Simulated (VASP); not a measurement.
A run of VASP 6.6.1 is set up as follows.

INCAR

```
ALGO = Normal
DIPOL = 0.5 0.5 0.500
EDIFF = 1E-7
ENCUT = 520
GGA = PE
IDIPOL = 3
ISIF = 2
ISMEAR = 0
IVDW = 12
LASPH = True
LCHARG = False
LDIPOL = True
LREAL = False
LWAVE = False
NBANDS = 12
NELM = 60
PREC = Accurate
SIGMA = 0.02
```

Contents of KPOINTS:

```
k-points
0
Gamma
  9 9 1
```

The input POSCAR:

```
As
1.0
    3.4060000000      0.0000000000      0.0000000000
   -1.7030000000      2.9496825253      0.0000000000
    0.0000000000      0.0000000000     28.5742413766
As
2
Direct
    0.3333333333      0.6666666667      0.4842865470
    0.6666666667      0.3333333333      0.5157134530
```

Potentials or basis: VASP PAW PBE potentials, release 64 (As).

Command:

```bash
$ cat potpaw_PBE.64/As/POTCAR > POTCAR
$ mpirun -np 1 vasp_std > vasp.out
```

What does it give for the dispersion energy per atom?

-0.240 eV.

What does it give for the largest force?

7.957 eV/Å.

What does it give for the band gap on the k mesh?

Zero (band 5 reaches -3.33 eV, above the bottom of band 6 at -3.38 eV).

Forces in eV/Å, atoms in the order of the input:
```
As   0.000  0.000 -7.957
As   0.000  0.000  7.957
```
